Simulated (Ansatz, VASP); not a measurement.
One calculation of PtS2, two programs

```
Pt S
1.0
     3.54320    0.00000    0.00000
    -1.77160    3.06850    0.00000
     0.00000    0.00000    5.03880
Pt S
1 2
Direct
  0.00000 0.00000 0.00000
  0.42777 0.73580 0.30954
  0.66667 0.33333 0.75000
```

Alike in both runs: task single point; functional PBEsol; k mesh 12 × 12 × 8; occupations gaussian, width 0.05 eV; no spin polarisation.

```csv
,VASP,Ansatz
version,VASP 6.6.1,Ansatz 0.2.0
potentials or method,"VASP PAW PBE potentials, release 64 (Pt, S), cutoff 520 eV","scalar-relativistic, plane waves, PAW"
valence electrons in the cell,22,30
```

VASP gave:

| Item | Value |
| --- | --- |
| gap on the k mesh at the Fermi level (eV) | none |
| pressure (GPa) | -8.7 |
| traceless stress, the component that is largest in VASP (GPa) | -4.87 |
| rms of the force components (eV/Å) | 1.054 |

Task: What did Ansatz give for the same quantities?

Result: gap on the k mesh at the Fermi level (eV): none; pressure (GPa): -8.5; traceless stress, the component that is largest in VASP (GPa): -4.94; rms of the force components (eV/Å): 1.046.

VASP's potentials were made for PBE, not for PBEsol. Atom by atom the forces differ by 0.012 eV/Å (rms over components). A gap of «none» marks a metal or a gap that the smearing closes. With one functional, cell and mesh, what is left measures potentials, basis and numerics. VASP's potentials hold 22 valence electrons a cell and Ansatz's 30, so a difference there can come from the potentials and not from the codes.

Neither program's run includes spin-orbit coupling.
